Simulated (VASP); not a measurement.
# Ir (Fm-3m) in VASP: notebook

Ir is run at these levels: PBE; tasks: single point, relaxation of cell and atoms.

All numbers are computed with VASP 6.6.1; they aren't measurements. Logs are shortened: lines on timing, memory, paths and dates and some standing lists are left out, and cuts for length are marked.

## 1. The cell of the first run

The structure is cubic, space group Fm-3m (No. 225). Conventional cell: a = 3.871 Å, b = 3.871 Å, c = 3.871 Å, α = 90.00°, β = 90.00°, γ = 90.00°. Ir (site symmetry m-3m) has 12 Ir at 2.74 Å within 3.6 Å.

## 2. Single point, PBE

Input file INCAR:

```
SYSTEM = Ir
PREC = Accurate
ENCUT = 520
EDIFF = 1E-7
ISMEAR = 0
SIGMA = 0.1
LREAL = .False.
LASPH = .True.
NELM = 80
ALGO = Fast
ISIF = 2
LWAVE = .False.
LCHARG = .False.
GGA = PE
NBANDS = 10
```

Input file KPOINTS:

```
Automatic mesh
0
Gamma
  18 18 18
  0 0 0
```

Input file POSCAR:

```
Ir
1.0
    0.0000000000      1.9353263100      1.9353263100
    1.9353263100      0.0000000000      1.9353263100
    1.9353263100      1.9353263100      0.0000000000
Ir
1
Direct
    0.0000000000      0.0000000000      0.0000000000
```

Potentials or basis: VASP PAW PBE potentials, release 64 (Ir).

The run is started by

```bash
$ cat potpaw_PBE.64/Ir/POTCAR > POTCAR
$ mpirun -np 1 vasp_std > vasp.out
```

OUTCAR:

```text
SYSTEM = Ir
   PREC = Accurate
   ENCUT = 520
   EDIFF = 1E-7
   ISMEAR = 0
   LREAL = .False.
   LASPH = .True.
   NELM = 80
   ISIF = 2
   GGA = PE

 ion  position               nearest neighbor table
   1  0.000  0.000  0.000-

  LATTYP: Found a face centered cubic cell.
 ALAT       =     3.8706526200

  Lattice vectors:

 A1 = (   0.0000000000,   1.9353263100,   1.9353263100)
 A2 = (   1.9353263100,   0.0000000000,   1.9353263100)
 A3 = (   1.9353263100,   1.9353263100,   0.0000000000)

Analysis of symmetry for initial positions (statically):
=====================================================================
 Subroutine PRICEL returns:
 Original cell was already a primitive cell.

 Routine SETGRP: Setting up the symmetry group for a
 face centered cubic supercell.

 Subroutine GETGRP returns: Found 48 space group operations
 (whereof 48 operations were pure point group operations)
 out of a pool of 48 trial point group operations.

The static configuration has the point symmetry O_h .

Analysis of symmetry for dynamics (positions and initial velocities):
=====================================================================
 Subroutine PRICEL returns:
 Original cell was already a primitive cell.

 Routine SETGRP: Setting up the symmetry group for a
 face centered cubic supercell.

 Subroutine GETGRP returns: Found 48 space group operations
 (whereof 48 operations were pure point group operations)
 out of a pool of 48 trial point group operations.

The dynamic configuration has the point symmetry O_h .

 Subroutine INISYM returns: Found 48 space group operations
 (whereof 48 operations are pure point group operations),
 and found     1 'primitive' translations

----------------------------------------------------------------------------------------

                                     Primitive cell

  volume of cell :      14.4975

  direct lattice vectors                    reciprocal lattice vectors
     0.000000000  1.935326310  1.935326310    -0.258354365  0.258354365  0.258354365
     1.935326310  0.000000000  1.935326310     0.258354365 -0.258354365  0.258354365
     1.935326310  1.935326310  0.000000000     0.258354365  0.258354365 -0.258354365

  length of vectors
     2.736964715  2.736964715  2.736964715     0.447482887  0.447482887  0.447482887

  position of ions in fractional coordinates (direct lattice)
     0.000000000  0.000000000  0.000000000

  ion indices of the primitive-cell ions
   primitive index   ion index
                 1           1

----------------------------------------------------------------------------------------

 KPOINTS: Automatic mesh

Automatic generation of k-mesh.
 Grid dimensions read from file:
 generate k-points for:   18   18   18

 Generating k-lattice:

  Cartesian coordinates                     Fractional coordinates (reciprocal lattice)
    -0.014353020  0.014353020  0.014353020     0.055555556  0.000000000  0.000000000
     0.014353020 -0.014353020  0.014353020     0.000000000  0.055555556  0.000000000
     0.014353020  0.014353020 -0.014353020     0.000000000  0.000000000  0.055555556

  Length of vectors
     0.024860160  0.024860160  0.024860160

  Shift w.r.t. Gamma in fractional coordinates (k-lattice)
     0.000000000  0.000000000  0.000000000

 Subroutine IBZKPT returns following result:
 ===========================================

 Found    195 irreducible k-points:

 Following reciprocal coordinates:
            Coordinates               Weight
  0.000000  0.000000  0.000000      1.000000
  0.055556  0.000000  0.000000      8.000000
  0.111111  0.000000  0.000000      8.000000
  0.166667  0.000000  0.000000      8.000000
  0.222222  0.000000  0.000000      8.000000
  0.277778  0.000000  0.000000      8.000000
[... 16 lines left out ...]
 -0.277778  0.055556  0.000000     24.000000
 -0.222222  0.055556  0.000000     24.000000
 [... further k-points ...]
   k-points           NKPTS =    195   k-points in BZ     NKDIM =    195   number of bands    NBANDS=     10
   number of dos      NEDOS =    301   number of ions     NIONS =      1
   total plane-waves  NPLWV =   8000
   dimension x,y,z NGX =    20 NGY =   20 NGZ =   20
   dimension x,y,z NGXF=    40 NGYF=   40 NGZF=   40
   ions per type =               1
   NGX,Y,Z   is equivalent  to a cutoff of  12.15, 12.15, 12.15 a.u.
   NGXF,Y,Z  is equivalent  to a cutoff of  24.30, 24.30, 24.30 a.u.
 SYSTEM =  Ir
   PREC   = accura    normal or accurate (medium, high low for compatibility)
   ISTART =      0    job   : 0-new  1-cont  2-samecut
   ICHARG =      2    charge: 1-file 2-atom 10-const
   ISPIN  =      1    spin polarized calculation?
   LNONCOLLINEAR =      F non collinear calculations
   LSORBIT =      F    spin-orbit coupling
   LASPH  =      T    aspherical Exc in radial PAW
   ENCUT  =  520.0 eV  38.22 Ry    6.18 a.u.   5.09  5.09  5.09*2*pi/ulx,y,z
   NELM   =     80;   NELMIN=  2; NELMDL= -5     # of ELM steps
   EDIFF  = 0.1E-06   stopping-criterion for ELM
   LREAL  =      F    real-space projection
   EDIFFG = 0.1E-05   stopping-criterion for IOM
   NSW    =      0    number of steps for IOM
   IBRION =     -1    ionic relax: 0-MD 1-quasi-New 2-CG
   NFREE  =      0    steps in history (QN), initial steepest desc. (CG)
   ISIF   =      2    stress and relaxation
   ISYM   =      2    0-nonsym 1-usesym 2-fastsym
   POTIM  = 0.5000    time-step for ionic-motion
   TEBEG  =    0.0;   TEEND  =   0.0 temperature during run
   PSTRESS=    0.0 pullay stress
   NELECT =       9.0000    total number of electrons
   NUPDOWN=      -1.0000    fix difference up-down
   EMIN   =  10.00;   EMAX   =-10.00  energy-range for DOS
   EFERMI =   0.00;   METHOD = LEGACY
   ISMEAR =     0;   SIGMA  =   0.10  broadening in eV -4-tet -1-fermi 0-gaus
   EFERMI_NEDOS =   21; number of points for ismear=-14 and -15
   IALGO  =     68    algorithm
   IMIX   =      4    mixing-type and parameters
     AMIX     =   0.40;   BMIX     =  1.00
     AMIX_MAG =   1.60;   BMIX_MAG =  1.00
  volume/ion in A,a.u.               =      14.50        97.83
  Fermi-wavevector in a.u.,A,eV,Ry     =   1.396555  2.639107 26.536350  1.950367
  Thomas-Fermi vector in A             =   2.519898
   LORBIT       =      0    0 simple, 1 ext, 2 COOP (PROOUT), +10 PAW based schemes
   GGA     = PE    functional components
   LHFCALC =     F    Hartree Fock is set to
   AEXX    =    0.0000 exact exchange contribution
   IVDW    =     0    specifies the selected vdW correction
   LEPSILON=     F    determine dielectric tensor
   LRPA    =     F    only Hartree local field effects (RPA)
 non-spin polarized calculation
 RMM-DIIS sequential band-by-band and
 Gauss-broadening in eV      SIGMA  =   0.10
  energy-cutoff  :      520.00
  volume of cell :       14.50
 maximum number of plane-waves:       397
   NGX = 11   NGY = 11   NGZ = 11

 number of electron       9.0000000 magnetization

 Free energy of the ion-electron system (eV)
  ---------------------------------------------------
  ext. energy  EPLUGINS =         0.00000000
  ---------------------------------------------------
  free energy    TOTEN  =        -8.85376185 eV

  energy without entropy =       -8.84840010  energy(sigma->0) =       -8.85108098

 E-fermi :  10.0174     XC(G=0): -13.8427

 val. band max:       10.0146719647   @ k =   0.5000   0.2222   0.1111
 cond. band min:      10.0218530604   @ k =   0.3333   0.1111   0.0556
 fundamental gap:      0.0071810957
 Fermi energy:        10.0174069613

 k-point     1 :       0.0000    0.0000    0.0000
  band No.  band energies     occupation
      1      -0.8711      2.00000
      2       6.2436      2.00000
      3       6.2436      2.00000
      4       6.2436      2.00000
      5       8.8294      2.00000
      6       8.8294      2.00000
      7      24.3578      0.00000
      8      29.7988      0.00000
      9      29.7988      0.00000
     10      29.7988      0.00000

 k-point     2 :       0.0556    0.0000    0.0000
  band No.  band energies     occupation
      1      -0.7370      2.00000
      2       6.1728      2.00000
      3       6.3016      2.00000
      4       6.3016      2.00000
      5       8.7923      2.00000
      6       8.7923      2.00000
      7      24.5873      0.00000
      8      29.0608      0.00000
      9      30.0168      0.00000
     10      30.0168      0.00000

 k-point     3 :       0.1111    0.0000    0.0000
  band No.  band energies     occupation
      1      -0.3482      2.00000
      2       5.9906      2.00000
      3       6.4536      2.00000
      4       6.4536      2.00000
      5       8.7118      2.00000
      6       8.7118      2.00000
      7      25.2171      0.00000
      8      27.6105      0.00000
      9      30.6500      0.00000
     10      30.6500      0.00000

 k-point     4 :       0.1667    0.0000    0.0000
  band No.  band energies     occupation
      1       0.2494      2.00000
      2       5.7833      2.00000
      3       6.6241      2.00000
      4       6.6241      2.00000
      5       8.6825      2.00000
      6       8.6825      2.00000
      7      25.8928      0.00000
      8      26.2104      0.00000
      9      31.6364      0.00000
     10      31.6364      0.00000
[... 222 lines left out ...]
 k-point    22 :      -0.3333    0.0556    0.0000
  band No.  band energies     occupation
      1       2.1720      2.00000
      2       6.3356      2.00000
      3       6.4711      2.00000
      4       6.7325      2.00000
      5       9.6242      2.00000
      6      10.4898      0.00000
      7      20.5022      0.00000
      8      25.2782      0.00000
      9      30.4270      0.00000
     10      32.4825      0.00000

 k-point    23 :      -0.2778    0.0556    0.0000
  band No.  band energies     occupation
      1       1.8760      2.00000
      2       5.9252      2.00000
      3       6.5431      2.00000
      4       6.6466      2.00000
      5       9.0252      2.00000
      6       9.9028      1.89492
      7      22.3578      0.00000
      8      26.2065      0.00000
      9      31.4349      0.00000
     10      33.5815      0.00000

 k-point    24 :      -0.2222    0.0556    0.0000
  band No.  band energies     occupation
      1       1.3010      2.00000
      2       5.5989      2.00000
      3       6.6850      2.00000
      4       6.7741      2.00000
      5       8.5584      2.00000
      6       9.3827      2.00000
      7      24.0411      0.00000
      8      26.8151      0.00000
      9      31.7729      0.00000
     10      33.0110      0.00000

 [... further k-points ...]

------------------------ aborting loop because EDIFF is reached ----------------------------------------

  FORCE on cell =-STRESS in cart. coord.  units (eV):
  Direction    XX          YY          ZZ          XY          YZ          ZX
  --------------------------------------------------------------------------------------
  -------------------------------------------------------------------------------------
  Total        0.0389874      0.0389874      0.0389874     -0.0000000      0.0000000      0.0000000
  in kB        4.3086577      4.3086577      4.3086577     -0.0000000      0.0000000      0.0000000
  external PRESSURE =       4.3086577 kB  Pullay stress =       0.0000000 kB

 VOLUME and BASIS-vectors are now :
 -----------------------------------------------------------------------------
  energy-cutoff  :      520.00
  volume of cell :       14.50
      direct lattice vectors                 reciprocal lattice vectors
     0.000000000  1.935326310  1.935326310    -0.258354365  0.258354365  0.258354365
     1.935326310  0.000000000  1.935326310     0.258354365 -0.258354365  0.258354365
     1.935326310  1.935326310  0.000000000     0.258354365  0.258354365 -0.258354365

 POSITION                                       TOTAL-FORCE (eV/Angst)
 -----------------------------------------------------------------------------------
      0.00000      0.00000      0.00000        -0.000000      0.000000     -0.000000
 -----------------------------------------------------------------------------------
    total drift:                                0.000000      0.000000     -0.000000

  FREE ENERGIE OF THE ION-ELECTRON SYSTEM (eV)
  ---------------------------------------------------
  free  energy   TOTEN  =        -8.8537618548 eV

  energy  without entropy=       -8.8484001047  energy(sigma->0) =       -8.85108098
```

Run time: 28 s. Hardware: 1 thread of Intel Xeon Platinum 8488C (Sapphire Rapids), shared host; peak memory 0.14 GiB.

What came out:

```
Free energy : -8.8538 eV
Pressure    : 0.4 GPa
```

Levels at points of the mesh, in eV from the Fermi level:
```csv
k point,band 2,band 3,band 4,band 5,band 6,band 7
"(0.00, 0.00, 0.00)",-3.77,-3.77,-3.77,-1.19,-1.19,14.34
"(0.50, 0.00, 0.00)",-3.87,-3.87,-0.73,0.82,0.82,6.99
"(0.50, 0.50, 0.00)",-7.11,0.79,1.38,1.38,1.67,10.15
```

Caveat: spin-orbit coupling is left out, which moves the levels of the heavy elements.

## 3. Relaxation of cell and atoms, PBE

This run uses another cell than the first one, of 14.31 Å³/atom, 0.987 times its volume.

Input file INCAR:

```
SYSTEM = Ir
ALGO = Normal
EDIFF = 1E-7
EDIFFG = -0.005
ENCUT = 600
GGA = PE
IBRION = 2
ISIF = 3
ISMEAR = 0
LASPH = .True.
LCHARG = .False.
LREAL = .False.
LWAVE = .False.
NELM = 60
NSW = 100
PREC = Accurate
SIGMA = 0.1
```

Input file KPOINTS:

```
k-points
0
Gamma
  18 18 18
  0 0 0
```

Input file POSCAR:

```
Ir
1.0
    0.0000000000      1.9269646676      1.9269646676
    1.9269646676      0.0000000000      1.9269646676
    1.9269646676      1.9269646676      0.0000000000
Ir
1
Direct
    0.0000000000      0.0000000000      0.0000000000
```

Potentials or basis: VASP PAW PBE potentials, release 64 (Ir).

The run is started by

```bash
$ cat potpaw_PBE.64/Ir/POTCAR > POTCAR
$ mpirun -np 1 vasp_std > vasp.out
```

Run time: 50 s. Hardware: 1 thread of Intel Xeon Platinum 8488C (Sapphire Rapids), shared host; peak memory 0.17 GiB.

The run converged. Its results:

* Free energy: -8.8540 eV
* Relaxed volume: 14.52 Å³/atom
* Relaxed cell: a = 2.738 Å, b = 2.738 Å, c = 2.738 Å, α = 60.00°, β = 60.00°, γ = 60.00°
* Space group after relaxing (to 0.05 Å): Fm-3m (No. 225)
* Energy gained by relaxing: 3.4 meV/atom
* Ionic steps: 4
* Pressure after relaxing: 0.0 GPa

The path:
| step | energy change (eV) | largest force (eV/Å) | pressure (GPa) | volume (Å³) |
| --- | --- | --- | --- | --- |
| 1 | 0.0000 | 0.0000 | 5.30 | 14.31 |
| 2 | 0.0390 | 0.0000 | -16.19 | 15.31 |
| 3 | -0.0034 | 0.0000 | -0.10 | 14.53 |
| 4 | -0.0034 | 0.0000 | 0.00 | 14.52 |

Final structure:
```cif
data_structure
_symmetry_space_group_name_H-M 'P 1'
_symmetry_Int_Tables_number 1
_cell_length_a 2.7385
_cell_length_b 2.7385
_cell_length_c 2.7385
_cell_angle_alpha 60.000
_cell_angle_beta 60.000
_cell_angle_gamma 60.000
_cell_volume 14.52
loop_
_atom_site_label
_atom_site_type_symbol
_atom_site_fract_x
_atom_site_fract_y
_atom_site_fract_z
_atom_site_occupancy
Ir1 Ir 0.00000 0.00000 0.00000 1
```

Levels at points of the mesh, in eV from the Fermi level:
```tsv
k point	band 2	band 3	band 4	band 5	band 6	band 7
(0.00, 0.00, 0.00)	-3.76	-3.76	-3.76	-1.19	-1.19	14.34
(0.50, 0.00, 0.00)	-3.86	-3.86	-0.72	0.82	0.82	6.97
(0.50, 0.50, 0.00)	-7.09	0.79	1.37	1.37	1.67	10.13
```

Caveat: spin-orbit coupling is left out, which moves the levels of the heavy elements.
